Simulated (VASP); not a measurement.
# TaN (Pm-3m) in VASP: a series of runs

The runs below take TaN through single point, with PBEsol-based global hybrid with 25 % exact exchange, PBEsol-based screened hybrid with 25 % exact exchange, HSE06, PBE-based screened hybrid with 25 % exact exchange.

All numbers are computed with VASP 6.6.1; they aren't measurements. Logs are shortened: lines on timing, memory, paths and dates and some standing lists are left out, and cuts for length are marked.

### 1 The cell of the first run

Symmetry: Pm-3m, No. 221, cubic system. The conventional cell has a = 2.713 Å, b = 2.713 Å, c = 2.713 Å, α = 90.00°, β = 90.00°, γ = 90.00°. Ta (site symmetry m-3m) has 8 N at 2.35 Å and 6 Ta at 2.71 Å within 3.1 Å. N (site symmetry m-3m) has 8 Ta at 2.35 Å and 6 N at 2.71 Å within 3.1 Å.

### 2 Single point, PBEsol-based global hybrid with 25 % exact exchange

Input file POSCAR:

```
TaN
1.0
    2.7125075031      0.0000000000      0.0000000000
    0.0000000000      2.7125075031      0.0000000000
    0.0000000000      0.0000000000      2.7125075031
Ta N
1 1
Direct
    0.0000000000      0.0000000000      0.0000000000
    0.5000000000      0.5000000000      0.5000000000
```

Input file INCAR.step1:

```
SYSTEM = TaN
ALGO = Normal ; EDIFF = 1E-5
ENCUT = 520 ; GGA = PE
ISIF = 2 ; ISMEAR = -1
LASPH = .TRUE. ; LREAL = .FALSE.
LWAVE = .TRUE. ; NBANDS = 15
NELM = 80 ; PREC = Accurate
SIGMA = 0.05
```

Input file INCAR.step2:

```
SYSTEM = TaN
AEXX = 0.25 ; ALGO = Normal
EDIFF = 1E-6 ; ENCUT = 520
GGA = PS ; ISIF = 2
ISMEAR = -1 ; ISTART = 1
LASPH = .TRUE. ; LCHARG = .TRUE.
LELF = .TRUE. ; LHFCALC = .TRUE.
LREAL = .FALSE. ; LVHAR = .TRUE.
LWAVE = .FALSE. ; NBANDS = 15
NELM = 80 ; PREC = Accurate
PRECFOCK = Normal ; SIGMA = 0.05
```

Input file KPOINTS:

```
k-points
0
G
  5 5 5
  0 0 0
```

Potentials or basis: VASP PAW PBE potentials, release 64 (Ta_pv, N).

The run is started by

```
cat potpaw_PBE.64/Ta_pv/POTCAR potpaw_PBE.64/N/POTCAR > POTCAR
cp INCAR.step1 INCAR
mpirun -np 1 vasp_std > vasp.out
cp INCAR.step2 INCAR
mpirun -np 1 vasp_std > vasp.out
```

OUTCAR:

```text
SYSTEM = TaN
   AEXX = 0.25
   EDIFF = 1E-6
   ENCUT = 520
   GGA = PS
   ISIF = 2
   ISMEAR = -1
   ISTART = 1
   LASPH = .TRUE.
   LHFCALC = .TRUE.
   LREAL = .FALSE.
   NELM = 80
   PREC = Accurate
   PRECFOCK = Normal

 ion  position               nearest neighbor table
   1  0.000  0.000  0.000-   2 2.35   2 2.35   2 2.35   2 2.35   2 2.35   2 2.35   2 2.35   2 2.35

   2  0.500  0.500  0.500-   1 2.35   1 2.35   1 2.35   1 2.35   1 2.35   1 2.35   1 2.35   1 2.35

  LATTYP: Found a simple cubic cell.
 ALAT       =     2.7125075031

  Lattice vectors:

 A1 = (   2.7125075031,   0.0000000000,   0.0000000000)
 A2 = (   0.0000000000,   2.7125075031,   0.0000000000)
 A3 = (   0.0000000000,   0.0000000000,   2.7125075031)

Analysis of symmetry for initial positions (statically):
=====================================================================
 Subroutine PRICEL returns:
 Original cell was already a primitive cell.

 Routine SETGRP: Setting up the symmetry group for a
 simple cubic supercell.

 Subroutine GETGRP returns: Found 48 space group operations
 (whereof 48 operations were pure point group operations)
 out of a pool of 48 trial point group operations.

The static configuration has the point symmetry O_h .

Analysis of symmetry for dynamics (positions and initial velocities):
=====================================================================
 Subroutine PRICEL returns:
 Original cell was already a primitive cell.

 Routine SETGRP: Setting up the symmetry group for a
 simple cubic supercell.

 Subroutine GETGRP returns: Found 48 space group operations
 (whereof 48 operations were pure point group operations)
 out of a pool of 48 trial point group operations.

The dynamic configuration has the point symmetry O_h .

 Subroutine INISYM returns: Found 48 space group operations
 (whereof 48 operations are pure point group operations),
 and found     1 'primitive' translations

----------------------------------------------------------------------------------------

                                     Primitive cell

  volume of cell :      19.9578

  direct lattice vectors                    reciprocal lattice vectors
     2.712507503  0.000000000  0.000000000     0.368662575  0.000000000  0.000000000
     0.000000000  2.712507503  0.000000000     0.000000000  0.368662575  0.000000000
     0.000000000  0.000000000  2.712507503     0.000000000  0.000000000  0.368662575

  length of vectors
     2.712507503  2.712507503  2.712507503     0.368662575  0.368662575  0.368662575

  position of ions in fractional coordinates (direct lattice)
     0.000000000  0.000000000  0.000000000
     0.500000000  0.500000000  0.500000000

  ion indices of the primitive-cell ions
   primitive index   ion index
                 1           1
                 2           2

----------------------------------------------------------------------------------------

 KPOINTS: k-points

Automatic generation of k-mesh.
 Grid dimensions read from file:
 generate k-points for:    5    5    5

 Generating k-lattice:

  Cartesian coordinates                     Fractional coordinates (reciprocal lattice)
     0.073732515  0.000000000  0.000000000     0.200000000  0.000000000  0.000000000
     0.000000000  0.073732515  0.000000000     0.000000000  0.200000000  0.000000000
     0.000000000  0.000000000  0.073732515     0.000000000  0.000000000  0.200000000

  Length of vectors
     0.073732515  0.073732515  0.073732515

  Shift w.r.t. Gamma in fractional coordinates (k-lattice)
     0.000000000  0.000000000  0.000000000

 Subroutine IBZKPT returns following result:
 ===========================================

 Found     10 irreducible k-points:

 Following reciprocal coordinates:
            Coordinates               Weight
  0.000000  0.000000  0.000000      1.000000
  0.200000  0.000000  0.000000      6.000000
  0.400000  0.000000  0.000000      6.000000
  0.200000  0.200000  0.000000     12.000000
  0.400000  0.200000  0.000000     24.000000
  0.400000  0.400000  0.000000     12.000000
  0.200000  0.200000  0.200000      8.000000
  0.400000  0.200000  0.200000     24.000000
  0.400000  0.400000  0.200000     24.000000
  0.400000  0.400000  0.400000      8.000000
   k-points           NKPTS =     10   k-points in BZ     NKDIM =    125   number of bands    NBANDS=     15
   number of dos      NEDOS =    301   number of ions     NIONS =      2
   total plane-waves  NPLWV =   8000
   dimension x,y,z NGX =    20 NGY =   20 NGZ =   20
   dimension x,y,z NGXF=    40 NGYF=   40 NGZF=   40
   ions per type =               1   1
   NGX,Y,Z   is equivalent  to a cutoff of  12.26, 12.26, 12.26 a.u.
   NGXF,Y,Z  is equivalent  to a cutoff of  24.52, 24.52, 24.52 a.u.
 SYSTEM =  TaN
   PREC   = accura    normal or accurate (medium, high low for compatibility)
   ISTART =      1    job   : 0-new  1-cont  2-samecut
   ICHARG =      0    charge: 1-file 2-atom 10-const
   ISPIN  =      1    spin polarized calculation?
   LNONCOLLINEAR =      F non collinear calculations
   LSORBIT =      F    spin-orbit coupling
   LASPH  =      T    aspherical Exc in radial PAW
   ENCUT  =  520.0 eV  38.22 Ry    6.18 a.u.   5.04  5.04  5.04*2*pi/ulx,y,z
   NELM   =     80;   NELMIN=  2; NELMDL=  0     # of ELM steps
   EDIFF  = 0.1E-05   stopping-criterion for ELM
   LREAL  =      F    real-space projection
   EDIFFG = 0.1E-04   stopping-criterion for IOM
   NSW    =      0    number of steps for IOM
   IBRION =     -1    ionic relax: 0-MD 1-quasi-New 2-CG
   NFREE  =      0    steps in history (QN), initial steepest desc. (CG)
   ISIF   =      2    stress and relaxation
   ISYM   =      3    0-nonsym 1-usesym 2-fastsym
   POTIM  = 0.5000    time-step for ionic-motion
   TEBEG  =    0.0;   TEEND  =   0.0 temperature during run
   PSTRESS=    0.0 pullay stress
   NELECT =      16.0000    total number of electrons
   NUPDOWN=      -1.0000    fix difference up-down
   EMIN   =  10.00;   EMAX   =-10.00  energy-range for DOS
   EFERMI =   0.00;   METHOD = LEGACY
   ISMEAR =    -1;   SIGMA  =   0.05  broadening in eV -4-tet -1-fermi 0-gaus
   EFERMI_NEDOS =   21; number of points for ismear=-14 and -15
   IALGO  =     38    algorithm
   IMIX   =      1    mixing-type and parameters
     AMIX     =   0.40;   BMIX     =  1.00
     AMIX_MAG =   1.60;   BMIX_MAG =  1.00
  volume/ion in A,a.u.               =       9.98        67.34
  Fermi-wavevector in a.u.,A,eV,Ry     =   1.520818  2.873929 31.468738  2.312887
  Thomas-Fermi vector in A             =   2.629617
   LORBIT       =      0    0 simple, 1 ext, 2 COOP (PROOUT), +10 PAW based schemes
   GGA     = PS    functional components
   LHFCALC =     T    Hartree Fock is set to
   PRECFOCK=normal    Normal, Fast or Accurate (Low or Medium for compatibility)
   ENCUT4O =  -1.0   cutoff for four orbital integrals eV
   NKREDX  =     1    reduce k-point grid by
   NKREDY  =     1    reduce k-point grid by
   NKREDZ  =     1    reduce k-point grid by
   AEXX    =    0.2500 exact exchange contribution
   HFSCREEN=    0.0000 screening length (either q_TF or 0.3 A-1)
   HFSCREENC=   0.0000 screening length for correlation (either q_TF or 0.3 A-1)
   ENCUTFOCK=  -1.0 apply spherical cutoff to Coloumb kernel
   IVDW    =     0    specifies the selected vdW correction
   LEPSILON=     F    determine dielectric tensor
   LRPA    =     F    only Hartree local field effects (RPA)
 non-spin polarized calculation
  energy-cutoff  :      520.00
  volume of cell :       19.96
 maximum number of plane-waves:       543
  NGX = 16; NGY = 16; NGZ = 16

 number of electron      16.0000005 magnetization

 Free energy of the ion-electron system (eV)
  ---------------------------------------------------
  ext. energy  EPLUGINS =         0.00000000
  ---------------------------------------------------
  free energy    TOTEN  =       -27.40823885 eV

  energy without entropy =      -27.40582516  energy(sigma->0) =      -27.40703200

 E-fermi :   8.3631     XC(G=0): -10.9715

 val. band max:        7.8215950438   @ k =   0.2000   0.2000   0.2000
 cond. band min:       8.4603474751   @ k =   0.2000   0.2000   0.2000
 fundamental gap:      0.6387524313
 Fermi energy:         8.3630637391

 k-point     1 :       0.0000    0.0000    0.0000
  band No.  band energies     occupation
      1     -28.4817      2.00000
      2     -28.4139      2.00000
      3     -28.4135      2.00000
      4     -11.7890      2.00000
      5       3.3379      2.00000
      6       3.3770      2.00000
      7       5.7241      2.00000
      8       5.7247      2.00000
      9       5.7442      2.00000
     10      13.4298      0.00000
     11      14.8587      0.00000
     12      14.8590      0.00000
     13      14.9154      0.00000
     14      24.7706      0.00000
     15      28.9112      0.00000

 k-point     2 :       0.2000    0.0000    0.0000
  band No.  band energies     occupation
      1     -29.0132      2.00000
      2     -28.4261      2.00000
      3     -28.3578      2.00000
      4     -10.8867      2.00000
      5       1.4638      2.00000
      6       3.7741      2.00000
      7       4.9239      2.00000
      8       4.9336      2.00000
      9       7.5235      2.00000
     10      15.1053      0.00000
     11      15.3390      0.00000
     12      15.3862      0.00000
     13      15.5196      0.00000
     14      24.4697      0.00000
     15      24.7709      0.00000
[... 113 lines left out ...]
      3     -28.7253      2.00000
      4      -8.8752      2.00000
      5       0.2847      2.00000
      6       0.7823      2.00000
      7       3.4605      2.00000
      8       7.7062      2.00000
      9      12.0909      0.00000
     10      12.6769      0.00000
     11      15.5312      0.00000
     12      16.3358      0.00000
     13      20.3451      0.00000
     14      24.7695      0.00000
     15      25.4187      0.00000

 k-point    10 :       0.4000    0.4000    0.4000
  band No.  band energies     occupation
      1     -29.4841      2.00000
      2     -29.4138      2.00000
      3     -29.3944      2.00000
      4      -7.9501      2.00000
      5      -0.9115      2.00000
      6      -0.8853      2.00000
      7       0.4886      2.00000
      8      13.8136      0.00000
      9      14.1709      0.00000
     10      14.1998      0.00000
     11      17.2048      0.00000
     12      17.2212      0.00000
     13      19.6230      0.00000
     14      23.3267      0.00000
     15      23.3791      0.00000

------------------------ aborting loop because EDIFF is reached ----------------------------------------

  FORCE on cell =-STRESS in cart. coord.  units (eV):
  Direction    XX          YY          ZZ          XY          YZ          ZX
  --------------------------------------------------------------------------------------
  -------------------------------------------------------------------------------------
  Total       -0.0601747     -0.0601747     -0.0601747     -0.0000000     -0.0000000      0.0000000
  in kB       -4.8307163     -4.8307163     -4.8307163     -0.0000000     -0.0000000      0.0000000
  external PRESSURE =      -4.8307163 kB  Pullay stress =       0.0000000 kB

 VOLUME and BASIS-vectors are now :
 -----------------------------------------------------------------------------
  energy-cutoff  :      520.00
  volume of cell :       19.96
      direct lattice vectors                 reciprocal lattice vectors
     2.712507503  0.000000000  0.000000000     0.368662575  0.000000000  0.000000000
     0.000000000  2.712507503  0.000000000     0.000000000  0.368662575  0.000000000
     0.000000000  0.000000000  2.712507503     0.000000000  0.000000000  0.368662575

 POSITION                                       TOTAL-FORCE (eV/Angst)
 -----------------------------------------------------------------------------------
      0.00000      0.00000      0.00000         0.000000      0.000000      0.000000
      1.35625      1.35625      1.35625         0.000000      0.000000      0.000000
 -----------------------------------------------------------------------------------
    total drift:                               -0.000000     -0.000000     -0.000000

  FREE ENERGIE OF THE ION-ELECTRON SYSTEM (eV)
  ---------------------------------------------------
  free  energy   TOTEN  =       -27.4082388484 eV

  energy  without entropy=      -27.4058251603  energy(sigma->0) =      -27.40703200
```

Run time: 12 min. Hardware: 1 thread of Intel Xeon Platinum 8259CL at 2.50GHz (Skylake/Cascade Lake), shared host; peak memory 0.14 GiB.

Results:

- Free energy: -27.4082 eV
- Pressure: -0.5 GPa
- Band gap on the k mesh: zero (bands 8 and 9 overlap by 8.07 eV)

Caveat: the k points lie up to 0.46 Å⁻¹ apart, too coarse for converged energies and pressures of a metal; the PAW data sets were made with another functional, which shifts forces and pressure a little; spin-orbit coupling is left out, which moves the levels of the heavy elements.

### 3 Single point, PBEsol-based screened hybrid with 25 % exact exchange

Input file POSCAR:

```
TaN
1.0
    2.7117015228      0.0000000000      0.0000000000
    0.0000000000      2.7117015228      0.0000000000
    0.0000000000      0.0000000000      2.7117015228
Ta N
1 1
Direct
    0.0000000000      0.0000000000      0.0000000000
    0.5000000000      0.5000000000      0.5000000000
```

Input file INCAR.step1:

```
ALGO     = Normal         # electronic algorithm
EDIFF    = 1E-5           # SCF threshold, eV
ENCUT    = 520            # plane-wave cutoff, eV
GGA      = PE             # functional
ISIF     = 2              # what is computed and relaxed
ISMEAR   = -1             # smearing method
LASPH    = T              # aspherical terms in the spheres
LCHARG   = F              # write CHGCAR
LREAL    = F              # projectors in reciprocal space
LWAVE    = T              # write WAVECAR
NBANDS   = 15             # bands
NELM     = 80             # most SCF steps
PREC     = Accurate       # precision mode
SIGMA    = 0.05           # smearing width, eV
```

Input file INCAR.step2:

```
AEXX     = 0.25           # exact-exchange fraction
ALGO     = Normal         # electronic algorithm
EDIFF    = 1E-6           # SCF threshold, eV
ENCUT    = 520            # plane-wave cutoff, eV
GGA      = PS             # functional
HFSCREEN = 0.207          # screening, 1/A
ISIF     = 2              # what is computed and relaxed
ISMEAR   = -1             # smearing method
ISTART   = 1            
LASPH    = T              # aspherical terms in the spheres
LCHARG   = F              # write CHGCAR
LHFCALC  = T              # exact exchange
LREAL    = F              # projectors in reciprocal space
LWAVE    = F              # write WAVECAR
NBANDS   = 15             # bands
NELM     = 80             # most SCF steps
PREC     = Accurate       # precision mode
PRECFOCK = Normal       
SIGMA    = 0.05           # smearing width, eV
```

Input file KPOINTS:

```
k-points
0
Gamma
  5 5 5
```

Potentials or basis: VASP PAW PBE potentials, release 64 (Ta_pv, N).

The run is started by

```
cat potpaw_PBE.64/Ta_pv/POTCAR potpaw_PBE.64/N/POTCAR > POTCAR
cp INCAR.step1 INCAR
mpirun -np 1 vasp_std > vasp.out
cp INCAR.step2 INCAR
mpirun -np 1 vasp_std > vasp.out
```

Wall time 5 min (1 thread of Intel Xeon Platinum 8259CL at 2.50GHz (Skylake/Cascade Lake), shared host); peak memory 0.23 GiB.

It converged, with:

```
Free energy            : -25.5765 eV
Pressure               : -0.3 GPa
Band gap on the k mesh : zero (bands 8 and 9 overlap by 7.32 eV)
```

Levels at points of the mesh, in eV from the Fermi level:
| k point | band 4 | band 5 | band 6 | band 7 | band 8 | band 9 | band 10 | band 11 | band 12 | band 13 |
| --- | --- | --- | --- | --- | --- | --- | --- | --- | --- | --- |
| (0.00, 0.00, 0.00) | -19.59 | -4.47 | -4.47 | -2.11 | -2.11 | -2.11 | 4.84 | 6.26 | 6.26 | 6.26 |

Caveat: the k points lie up to 0.46 Å⁻¹ apart, too coarse for converged energies and pressures of a metal; the PAW data sets were made with another functional, which shifts forces and pressure a little; spin-orbit coupling is left out, which moves the levels of the heavy elements.

(Part 1 of 2 ends here.)
